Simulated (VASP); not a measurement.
# InP (F-43m) in VASP: relaxation of the atoms with PBE

Aim: the relaxation of the atoms of InP with PBE.

Program: VASP 6.6.1. These are calculated values, not measurements. Logs are shortened: lines on timing, memory, paths and dates and some standing lists are left out, and cuts for length are marked.

**1. The cell of the first run**

It takes space group F-43m (No. 216, cubic). The conventional cell has a = 5.861 Å, b = 5.861 Å, c = 5.861 Å, α = 90.00°, β = 90.00°, γ = 90.00°. Within 3.3 Å of In (site symmetry -43m) lie 4 P at 2.54 Å. P (site symmetry -43m) has 4 In at 2.54 Å within 3.3 Å.

**2. Relaxation of the atoms, PBE**

Contents of INCAR:

```
SYSTEM = InP
PREC = Accurate ; ENCUT = 520
EDIFF = 1E-6 ; ISMEAR = -1
SIGMA = 0.02 ; LREAL = .FALSE.
LASPH = .TRUE. ; NELM = 80
ALGO = Normal ; ISIF = 2
LWAVE = .FALSE. ; LCHARG = .FALSE.
GGA = PE ; IBRION = 2
NSW = 80 ; EDIFFG = -0.02
```

Contents of KPOINTS:

```
regular mesh
0
G
  6 6 6
  0 0 0
```

Contents of POSCAR:

```
InP
1.0
    0.0000000000      2.9305000000      2.9305000000
    2.9305000000      0.0000000000      2.9305000000
    2.9305000000      2.9305000000      0.0000000000
In P
1 1
Direct
    0.0000000000      0.0000000000      0.0000000000
    0.2500000000      0.2500000000      0.2500000000
```

Potentials or basis: VASP PAW PBE potentials, release 64 (In_d, P).

The run is started by

```console
$ cat potpaw_PBE.64/In_d/POTCAR potpaw_PBE.64/P/POTCAR > POTCAR
$ mpirun -np 1 vasp_std > vasp.out
```

OUTCAR:

```text
SYSTEM = InP
   PREC = Accurate
   ENCUT = 520
   EDIFF = 1E-6
   ISMEAR = -1
   LREAL = .FALSE.
   LASPH = .TRUE.
   NELM = 80
   ISIF = 2
   GGA = PE
   IBRION = 2
   NSW = 80
   EDIFFG = -0.02

 ion  position               nearest neighbor table
   1  0.000  0.000  0.000-   2 2.54   2 2.54   2 2.54   2 2.54
   2  0.250  0.250  0.250-   1 2.54   1 2.54   1 2.54   1 2.54

  LATTYP: Found a face centered cubic cell.
 ALAT       =     5.8610000000

  Lattice vectors:

 A1 = (   0.0000000000,   2.9305000000,   2.9305000000)
 A2 = (   2.9305000000,   0.0000000000,   2.9305000000)
 A3 = (   2.9305000000,   2.9305000000,   0.0000000000)

Analysis of symmetry for initial positions (statically):
=====================================================================
 Subroutine PRICEL returns:
 Original cell was already a primitive cell.

 Routine SETGRP: Setting up the symmetry group for a
 face centered cubic supercell.

 Subroutine GETGRP returns: Found 24 space group operations
 (whereof 24 operations were pure point group operations)
 out of a pool of 48 trial point group operations.

The static configuration has the point symmetry T_d .

Analysis of symmetry for dynamics (positions and initial velocities):
=====================================================================
 Subroutine PRICEL returns:
 Original cell was already a primitive cell.

 Routine SETGRP: Setting up the symmetry group for a
 face centered cubic supercell.

 Subroutine GETGRP returns: Found 24 space group operations
 (whereof 24 operations were pure point group operations)
 out of a pool of 48 trial point group operations.

The dynamic configuration has the point symmetry T_d .

 Subroutine INISYM returns: Found 24 space group operations
 (whereof 24 operations are pure point group operations),
 and found     1 'primitive' translations

----------------------------------------------------------------------------------------

                                     Primitive cell

  volume of cell :      50.3333

  direct lattice vectors                    reciprocal lattice vectors
     0.000000000  2.930500000  2.930500000    -0.170619348  0.170619348  0.170619348
     2.930500000  0.000000000  2.930500000     0.170619348 -0.170619348  0.170619348
     2.930500000  2.930500000  0.000000000     0.170619348  0.170619348 -0.170619348

  length of vectors
     4.144352845  4.144352845  4.144352845     0.295521380  0.295521380  0.295521380

[... 81 lines left out ...]
   PSTRESS=    0.0 pullay stress
   NELECT =      18.0000    total number of electrons
   NUPDOWN=      -1.0000    fix difference up-down
   EMIN   =  10.00;   EMAX   =-10.00  energy-range for DOS
   EFERMI =   0.00;   METHOD = LEGACY
   ISMEAR =    -1;   SIGMA  =   0.02  broadening in eV -4-tet -1-fermi 0-gaus
   EFERMI_NEDOS =   21; number of points for ismear=-14 and -15
   IALGO  =     38    algorithm
   IMIX   =      4    mixing-type and parameters
     AMIX     =   0.40;   BMIX     =  1.00
     AMIX_MAG =   1.60;   BMIX_MAG =  1.00
  volume/ion in A,a.u.               =      25.17       169.83
  Fermi-wavevector in a.u.,A,eV,Ry     =   1.162021  2.195901 18.371846  1.350293
  Thomas-Fermi vector in A             =   2.298587
   LORBIT       =      0    0 simple, 1 ext, 2 COOP (PROOUT), +10 PAW based schemes
   GGA     = PE    functional components
   LHFCALC =     F    Hartree Fock is set to
   AEXX    =    0.0000 exact exchange contribution
   IVDW    =     0    specifies the selected vdW correction
   LEPSILON=     F    determine dielectric tensor
   LRPA    =     F    only Hartree local field effects (RPA)
 conjugate gradient relaxation of ions
 non-spin polarized calculation
  energy-cutoff  :      520.00
  volume of cell :       50.33
 maximum number of plane-waves:      1380
   NGX = 15   NGY = 15   NGZ = 15

 number of electron      18.0000005 magnetization

 Free energy of the ion-electron system (eV)
  ---------------------------------------------------
  ext. energy  EPLUGINS =         0.00000000
  ---------------------------------------------------
  free energy    TOTEN  =        -8.37009040 eV

  energy without entropy =       -8.37009039  energy(sigma->0) =       -8.37009039

 E-fermi :   5.5630     XC(G=0):  -9.2803

 val. band max:        5.1951590144   @ k =   0.0000   0.0000   0.0000
 cond. band min:       5.9052556115   @ k =   0.0000   0.0000   0.0000
 fundamental gap:      0.7100965971
 Fermi energy:         5.5630490173

 k-point     1 :       0.0000    0.0000    0.0000
  band No.  band energies     occupation
      1      -8.9976      2.00000
      2      -8.9976      2.00000
      3      -8.9976      2.00000
      4      -8.8458      2.00000
      5      -8.8458      2.00000
      6      -6.3229      2.00000
      7       5.1952      2.00000
      8       5.1952      2.00000
      9       5.1952      2.00000
     10       5.9053      0.00000
     11       9.2832      0.00000
     12       9.2832      0.00000
     13       9.2832      0.00000
[... 226 lines left out ...]
  band No.  band energies     occupation
      1      -9.1586      2.00000
      2      -8.9253      2.00000
      3      -8.9011      2.00000
      4      -8.8740      2.00000
      5      -8.8239      2.00000
      6      -3.8845      2.00000
      7      -0.4477      2.00000
      8       2.3885      2.00000
      9       2.4120      2.00000
     10       8.4745      0.00000
     11       8.8169      0.00000
     12      11.9887      0.00000
     13      12.2774      0.00000

------------------------ aborting loop because EDIFF is reached ----------------------------------------

  FORCE on cell =-STRESS in cart. coord.  units (eV):
  Direction    XX          YY          ZZ          XY          YZ          ZX
  --------------------------------------------------------------------------------------
  -------------------------------------------------------------------------------------
  Total        1.0263641      1.0263641      1.0263641      0.0000000      0.0000000     -0.0000000
  in kB       32.6705813     32.6705813     32.6705813      0.0000000      0.0000000     -0.0000000
  external PRESSURE =      32.6705813 kB  Pullay stress =       0.0000000 kB

 VOLUME and BASIS-vectors are now :
 -----------------------------------------------------------------------------
  energy-cutoff  :      520.00
  volume of cell :       50.33
      direct lattice vectors                 reciprocal lattice vectors
     0.000000000  2.930500000  2.930500000    -0.170619348  0.170619348  0.170619348
     2.930500000  0.000000000  2.930500000     0.170619348 -0.170619348  0.170619348
     2.930500000  2.930500000  0.000000000     0.170619348  0.170619348 -0.170619348

 POSITION                                       TOTAL-FORCE (eV/Angst)
 -----------------------------------------------------------------------------------
      0.00000      0.00000      0.00000         0.000000      0.000000      0.000000
      1.46525      1.46525      1.46525        -0.000000     -0.000000     -0.000000
 -----------------------------------------------------------------------------------
    total drift:                               -0.000000     -0.000000     -0.000000

  FREE ENERGIE OF THE ION-ELECTRON SYSTEM (eV)
  ---------------------------------------------------
  free  energy   TOTEN  =        -8.3700903950 eV

  energy  without entropy=       -8.3700903948  energy(sigma->0) =       -8.37009039

 reached required accuracy - stopping structural energy minimisation
```

OSZICAR:

```text
N       E                     dE             d eps       ncg     rms          rms(c)
DAV:   1     0.116669346631E+03    0.11667E+03   -0.87215E+03   416   0.156E+03
DAV:   2     0.917478863404E+00   -0.11575E+03   -0.11198E+03   421   0.327E+02
DAV:   3    -0.852835433769E+01   -0.94458E+01   -0.93764E+01   546   0.998E+01
DAV:   4    -0.878327708591E+01   -0.25492E+00   -0.25478E+00   485   0.174E+01
DAV:   5    -0.879671497787E+01   -0.13438E-01   -0.13437E-01   624   0.371E+00    0.569E+00
DAV:   6    -0.839784580216E+01    0.39887E+00   -0.75881E-01   620   0.159E+01    0.350E+00
DAV:   7    -0.836899235316E+01    0.28853E-01   -0.20676E-01   563   0.403E+00    0.125E+00
DAV:   8    -0.836922002316E+01   -0.22767E-03   -0.17356E-02   520   0.194E+00    0.390E-01
DAV:   9    -0.836996915924E+01   -0.74914E-03   -0.22123E-03   511   0.691E-01    0.198E-01
DAV:  10    -0.837002600982E+01   -0.56851E-04   -0.22298E-04   623   0.139E-01    0.146E-01
DAV:  11    -0.837006638405E+01   -0.40374E-04   -0.17967E-05   466   0.332E-02    0.734E-02
DAV:  12    -0.837009012727E+01   -0.23743E-04   -0.63688E-05   469   0.132E-01    0.242E-02
DAV:  13    -0.837009039501E+01   -0.26774E-06   -0.27341E-06   516   0.167E-02
   1 F= -.83700904E+01 E0= -.83700904E+01  d E =-.837009E+01
```

Run time: 9.4 s. Hardware: 1 thread of Intel Xeon Platinum 8488C (Sapphire Rapids), shared host; peak memory 0.17 GiB.

What came out:

- Free energy: -8.3701 eV
- Pressure after relaxing: 3.3 GPa
- Band gap on the k mesh: 0.71 eV

Final structure:
```xyz
2
Lattice="0.0000 2.9305 2.9305 2.9305 0.0000 2.9305 2.9305 2.9305 0.0000" Properties=species:S:1:pos:R:3 pbc="T T T"
In    0.0000    0.0000    0.0000
P     1.4652    1.4652    1.4652
```

Caveat: the relaxation stopped at its first step, so nothing moved; spin-orbit coupling is left out, which moves the levels of the heavy elements.
